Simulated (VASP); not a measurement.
# SiC (Pm-3n) in VASP: further runs

The runs below take SiC through single point, relaxation of cell and atoms, with PBE.

All numbers are computed with VASP 6.6.1; they aren't measurements. Logs are shortened: lines on timing, memory, paths and dates and some standing lists are left out, and cuts for length are marked.

### 1 The cell of the first run

Symmetry: Pm-3n, No. 223, cubic system. The conventional cell has a = 5.357 Å, b = 5.357 Å, c = 5.357 Å, α = 90.00°, β = 90.00°, γ = 90.00°. Within 2.5 Å of Si (site symmetry -4m2) lie 4 C at 1.89 Å. Within 2.5 Å of C (site symmetry -4m2) lie 4 Si at 1.89 Å.

### 2 Single point, PBE

INCAR reads:

```
SYSTEM = SiC
  PREC = Accurate
  ENCUT = 520
  EDIFF = 1E-6
  ISMEAR = 0
  SIGMA = 0.02
  LREAL = .False.
  LASPH = .True.
  NELM = 100
  ALGO = Normal
  ISIF = 2
  LWAVE = .False.
  LCHARG = .False.
  GGA = PE
  NBANDS = 36
```

KPOINTS reads:

```
regular mesh
0
Gamma
  6 6 6
  0 0 0
```

POSCAR reads:

```
SiC
1.0
    5.3570960987      0.0000000000      0.0000000000
    0.0000000000      5.3570960987      0.0000000000
    0.0000000000      0.0000000000      5.3570960987
Si C
6 6
Direct
    0.7500000000      0.5000000000      0.0000000000
    0.5000000000      0.0000000000      0.7500000000
    0.0000000000      0.7500000000      0.5000000000
    0.0000000000      0.2500000000      0.5000000000
    0.2500000000      0.5000000000      0.0000000000
    0.5000000000      0.0000000000      0.2500000000
    0.5000000000      0.7500000000      0.0000000000
    0.7500000000      0.0000000000      0.5000000000
    0.0000000000      0.5000000000      0.7500000000
    0.2500000000      0.0000000000      0.5000000000
    0.0000000000      0.5000000000      0.2500000000
    0.5000000000      0.2500000000      0.0000000000
```

Potentials or basis: VASP PAW PBE potentials, release 64 (Si, C).

Started as:

```sh
> cat potpaw_PBE.64/Si/POTCAR potpaw_PBE.64/C/POTCAR > POTCAR
> mpirun -np 1 vasp_std > vasp.out
```

OUTCAR:

```text
SYSTEM = SiC
   PREC = Accurate
   ENCUT = 520
   EDIFF = 1E-6
   ISMEAR = 0
   LREAL = .False.
   LASPH = .True.
   NELM = 100
   ISIF = 2
   GGA = PE

 ion  position               nearest neighbor table
   1  0.750  0.500  0.000-   7 1.89   9 1.89  11 1.89  12 1.89   5 2.68   5 2.68
   2  0.500  0.000  0.750-   7 1.89   8 1.89  10 1.89  12 1.89   6 2.68   6 2.68
   3  0.000  0.750  0.500-   8 1.89   9 1.89  10 1.89  11 1.89   4 2.68   4 2.68
   4  0.000  0.250  0.500-   8 1.89   9 1.89  10 1.89  11 1.89   3 2.68   3 2.68
   5  0.250  0.500  0.000-   7 1.89   9 1.89  11 1.89  12 1.89   1 2.68   1 2.68
   6  0.500  0.000  0.250-   7 1.89   8 1.89  10 1.89  12 1.89   2 2.68   2 2.68
   7  0.500  0.750  0.000-   1 1.89   2 1.89   5 1.89   6 1.89
   8  0.750  0.000  0.500-   2 1.89   3 1.89   4 1.89   6 1.89
   9  0.000  0.500  0.750-   1 1.89   3 1.89   4 1.89   5 1.89
  10  0.250  0.000  0.500-   2 1.89   3 1.89   4 1.89   6 1.89
  11  0.000  0.500  0.250-   1 1.89   3 1.89   4 1.89   5 1.89
  12  0.500  0.250  0.000-   1 1.89   2 1.89   5 1.89   6 1.89

  LATTYP: Found a simple cubic cell.
 ALAT       =     5.3570960987

  Lattice vectors:

 A1 = (   5.3570960987,   0.0000000000,   0.0000000000)
 A2 = (   0.0000000000,   5.3570960987,   0.0000000000)
 A3 = (   0.0000000000,   0.0000000000,   5.3570960987)

Analysis of symmetry for initial positions (statically):
=====================================================================
 Subroutine PRICEL returns:
 Original cell was already a primitive cell.

 Routine SETGRP: Setting up the symmetry group for a
 simple cubic supercell.

 Subroutine GETGRP returns: Found 48 space group operations
 (whereof 24 operations were pure point group operations)
 out of a pool of 48 trial point group operations.

The static configuration has the point symmetry T_h .
 The point group associated with its full space group is O_h .

Analysis of symmetry for dynamics (positions and initial velocities):
=====================================================================
 Subroutine PRICEL returns:
 Original cell was already a primitive cell.

 Routine SETGRP: Setting up the symmetry group for a
 simple cubic supercell.

 Subroutine GETGRP returns: Found 48 space group operations
 (whereof 24 operations were pure point group operations)
 out of a pool of 48 trial point group operations.

The dynamic configuration has the point symmetry T_h .
 The point group associated with its full space group is O_h .

 Subroutine INISYM returns: Found 48 space group operations
 (whereof 24 operations are pure point group operations),
 and found     1 'primitive' translations

----------------------------------------------------------------------------------------

                                     Primitive cell

  volume of cell :     153.7405

  direct lattice vectors                    reciprocal lattice vectors
     5.357096099  0.000000000  0.000000000     0.186668296  0.000000000  0.000000000
     0.000000000  5.357096099  0.000000000     0.000000000  0.186668296  0.000000000
     0.000000000  0.000000000  5.357096099     0.000000000  0.000000000  0.186668296

  length of vectors
     5.357096099  5.357096099  5.357096099     0.186668296  0.186668296  0.186668296

  position of ions in fractional coordinates (direct lattice)
     0.750000000  0.500000000  0.000000000
     0.500000000  0.000000000  0.750000000
     0.000000000  0.750000000  0.500000000
     0.000000000  0.250000000  0.500000000
     0.250000000  0.500000000  0.000000000
     0.500000000  0.000000000  0.250000000
     0.500000000  0.750000000  0.000000000
     0.750000000  0.000000000  0.500000000
     0.000000000  0.500000000  0.750000000
     0.250000000  0.000000000  0.500000000
     0.000000000  0.500000000  0.250000000
     0.500000000  0.250000000  0.000000000

  ion indices of the primitive-cell ions
   primitive index   ion index
                 1           1
                 2           2
                 3           3
                 4           4
                 5           5
                 6           6
                 7           7
                 8           8
                 9           9
                10          10
                11          11
                12          12

----------------------------------------------------------------------------------------

 KPOINTS: regular mesh

Automatic generation of k-mesh.
 Grid dimensions read from file:
 generate k-points for:    6    6    6

 Generating k-lattice:

  Cartesian coordinates                     Fractional coordinates (reciprocal lattice)
     0.031111383  0.000000000  0.000000000     0.166666667  0.000000000  0.000000000
     0.000000000  0.031111383  0.000000000     0.000000000  0.166666667  0.000000000
     0.000000000  0.000000000  0.031111383     0.000000000  0.000000000  0.166666667

  Length of vectors
     0.031111383  0.031111383  0.031111383

  Shift w.r.t. Gamma in fractional coordinates (k-lattice)
     0.000000000  0.000000000  0.000000000

 Subroutine IBZKPT returns following result:
 ===========================================

 Found     20 irreducible k-points:

 Following reciprocal coordinates:
            Coordinates               Weight
  0.000000  0.000000  0.000000      1.000000
  0.166667  0.000000  0.000000      6.000000
  0.333333  0.000000  0.000000      6.000000
  0.500000  0.000000  0.000000      3.000000
  0.166667  0.166667  0.000000     12.000000
  0.333333  0.166667  0.000000     24.000000
[... 12 lines left out ...]
  0.500000  0.500000  0.333333      6.000000
  0.500000  0.500000  0.500000      1.000000
   k-points           NKPTS =     20   k-points in BZ     NKDIM =     20   number of bands    NBANDS=     36
   number of dos      NEDOS =    301   number of ions     NIONS =     12
   total plane-waves  NPLWV =  64000
   dimension x,y,z NGX =    40 NGY =   40 NGZ =   40
   dimension x,y,z NGXF=    80 NGYF=   80 NGZF=   80
   ions per type =               6   6
   NGX,Y,Z   is equivalent  to a cutoff of  12.41, 12.41, 12.41 a.u.
   NGXF,Y,Z  is equivalent  to a cutoff of  24.83, 24.83, 24.83 a.u.
 SYSTEM =  SiC
   PREC   = accura    normal or accurate (medium, high low for compatibility)
   ISTART =      0    job   : 0-new  1-cont  2-samecut
   ICHARG =      2    charge: 1-file 2-atom 10-const
   ISPIN  =      1    spin polarized calculation?
   LNONCOLLINEAR =      F non collinear calculations
   LSORBIT =      F    spin-orbit coupling
   LASPH  =      T    aspherical Exc in radial PAW
   ENCUT  =  520.0 eV  38.22 Ry    6.18 a.u.   9.96  9.96  9.96*2*pi/ulx,y,z
   NELM   =    100;   NELMIN=  2; NELMDL= -5     # of ELM steps
   EDIFF  = 0.1E-05   stopping-criterion for ELM
   LREAL  =      F    real-space projection
   EDIFFG = 0.1E-04   stopping-criterion for IOM
   NSW    =      0    number of steps for IOM
   IBRION =     -1    ionic relax: 0-MD 1-quasi-New 2-CG
   NFREE  =      0    steps in history (QN), initial steepest desc. (CG)
   ISIF   =      2    stress and relaxation
   ISYM   =      2    0-nonsym 1-usesym 2-fastsym
   POTIM  = 0.5000    time-step for ionic-motion
   TEBEG  =    0.0;   TEEND  =   0.0 temperature during run
   PSTRESS=    0.0 pullay stress
   NELECT =      48.0000    total number of electrons
   NUPDOWN=      -1.0000    fix difference up-down
   EMIN   =  10.00;   EMAX   =-10.00  energy-range for DOS
   EFERMI =   0.00;   METHOD = LEGACY
   ISMEAR =     0;   SIGMA  =   0.02  broadening in eV -4-tet -1-fermi 0-gaus
   EFERMI_NEDOS =   21; number of points for ismear=-14 and -15
   IALGO  =     38    algorithm
   IMIX   =      4    mixing-type and parameters
     AMIX     =   0.40;   BMIX     =  1.00
     AMIX_MAG =   1.60;   BMIX_MAG =  1.00
  volume/ion in A,a.u.               =      12.81        86.46
  Fermi-wavevector in a.u.,A,eV,Ry     =   1.110604  2.098737 16.781980  1.233441
  Thomas-Fermi vector in A             =   2.247157
   LORBIT       =      0    0 simple, 1 ext, 2 COOP (PROOUT), +10 PAW based schemes
   GGA     = PE    functional components
   LHFCALC =     F    Hartree Fock is set to
   AEXX    =    0.0000 exact exchange contribution
   IVDW    =     0    specifies the selected vdW correction
   LEPSILON=     F    determine dielectric tensor
   LRPA    =     F    only Hartree local field effects (RPA)
 non-spin polarized calculation
 Gauss-broadening in eV      SIGMA  =   0.02
  energy-cutoff  :      520.00
  volume of cell :      153.74
 maximum number of plane-waves:      4224
 NGX is ok and might be reduce to    40
   NGX = 19   NGY = 19   NGZ = 19

 number of electron      48.0000006 magnetization

 Free energy of the ion-electron system (eV)
  ---------------------------------------------------
  ext. energy  EPLUGINS =         0.00000000
  ---------------------------------------------------
  free energy    TOTEN  =       -87.67626976 eV

  energy without entropy =      -87.67626976  energy(sigma->0) =      -87.67626976

 E-fermi :   6.1229     XC(G=0):  -9.9245

 val. band max:        5.9972835254   @ k =   0.0000   0.0000   0.0000
 cond. band min:       7.8896289749   @ k =   0.3333   0.0000   0.0000
 fundamental gap:      1.8923454495
 Fermi energy:         6.1228904998

 k-point     1 :       0.0000    0.0000    0.0000
  band No.  band energies     occupation
      1      -9.0741      2.00000
      2      -6.8155      2.00000
      3      -6.8155      2.00000
      4      -4.2389      2.00000
      5      -4.2389      2.00000
      6      -4.2389      2.00000
[... 28 lines left out ...]
     35      12.7069      0.00000
     36      13.8893      0.00000
[... 710 lines left out ...]
      6      -6.6725      2.00000
[... 28 lines left out ...]
     35      12.4548      0.00000
     36      12.4548      0.00000

------------------------ aborting loop because EDIFF is reached ----------------------------------------

  FORCE on cell =-STRESS in cart. coord.  units (eV):
  Direction    XX          YY          ZZ          XY          YZ          ZX
  --------------------------------------------------------------------------------------
  -------------------------------------------------------------------------------------
  Total       -0.0238840     -0.0238840     -0.0238840     -0.0000000      0.0000000      0.0000000
  in kB       -0.2489024     -0.2489024     -0.2489024     -0.0000000      0.0000000      0.0000000
  external PRESSURE =      -0.2489024 kB  Pullay stress =       0.0000000 kB

 VOLUME and BASIS-vectors are now :
 -----------------------------------------------------------------------------
  energy-cutoff  :      520.00
  volume of cell :      153.74
      direct lattice vectors                 reciprocal lattice vectors
     5.357096099  0.000000000  0.000000000     0.186668296  0.000000000  0.000000000
     0.000000000  5.357096099  0.000000000     0.000000000  0.186668296  0.000000000
     0.000000000  0.000000000  5.357096099     0.000000000  0.000000000  0.186668296

 POSITION                                       TOTAL-FORCE (eV/Angst)
 -----------------------------------------------------------------------------------
      4.01782      2.67855      0.00000         0.000000      0.000000     -0.000000
      2.67855      0.00000      4.01782         0.000000      0.000000     -0.000000
      0.00000      4.01782      2.67855        -0.000000      0.000000     -0.000000
      0.00000      1.33927      2.67855        -0.000000     -0.000000      0.000000
      1.33927      2.67855      0.00000        -0.000000     -0.000000      0.000000
      2.67855      0.00000      1.33927        -0.000000     -0.000000      0.000000
      2.67855      4.01782      0.00000         0.000000     -0.000000      0.000000
      4.01782      0.00000      2.67855        -0.000000     -0.000000     -0.000000
      0.00000      2.67855      4.01782         0.000000      0.000000     -0.000000
      1.33927      0.00000      2.67855         0.000000      0.000000      0.000000
      0.00000      2.67855      1.33927        -0.000000     -0.000000      0.000000
      2.67855      1.33927      0.00000        -0.000000     -0.000000     -0.000000
 -----------------------------------------------------------------------------------
    total drift:                                0.000000      0.000000      0.000000

  FREE ENERGIE OF THE ION-ELECTRON SYSTEM (eV)
  ---------------------------------------------------
  free  energy   TOTEN  =       -87.6762697602 eV

  energy  without entropy=      -87.6762697602  energy(sigma->0) =      -87.67626976
```

Run time: 88 s. Hardware: 1 thread of Intel Xeon Platinum 8375C at 2.90GHz (Ice Lake), shared host; peak memory 0.26 GiB.

What came out:

* Free energy: -87.6763 eV
* Pressure: 0.0 GPa
* Band gap on the k mesh: 1.89 eV, indirect (least direct gap 2.06 eV)

A k mesh can miss the band edges. A hybrid or GW would open this gap; PBE tends to underestimate it.

(Part 1 of 2 ends here.)
